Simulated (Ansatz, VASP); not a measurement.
## Hf in VASP and in Ansatz

```
Hf
1.0
     2.52012    0.00000    0.00000
     0.00000    2.52012    0.00000
     0.00000    0.00000    2.52012
Hf
1
Direct
  0.00000 0.00000 0.00000
```

Change from the starting cell: volume scaled by 0.68, LAPW.

Alike in both runs: task single point; functional PBEsol; k mesh 13 × 13 × 13; occupations fermi-dirac, width 0.08 eV; no spin polarisation.

|  | VASP | Ansatz |
| --- | --- | --- |
| version | VASP 6.6.1 | Ansatz 0.2.0 |
| potentials or method | VASP PAW PBE potentials, release 64 (Hf_pv), cutoff 520 eV | all-electron LAPW, scalar-relativistic |

```tsv
	VASP	Ansatz	Ansatz less VASP
pressure (GPa)	61.7	63.1	+1.43
```

VASP's potentials were made for PBE, not for PBEsol. Both programs put the cell under a high pressure, so it lies far from rest at this level. Ansatz ran all-electron here, and VASP with PAW potentials.

Spin-orbit coupling is off throughout. Noted on VASP's run: the cell as given lies far from equilibrium.
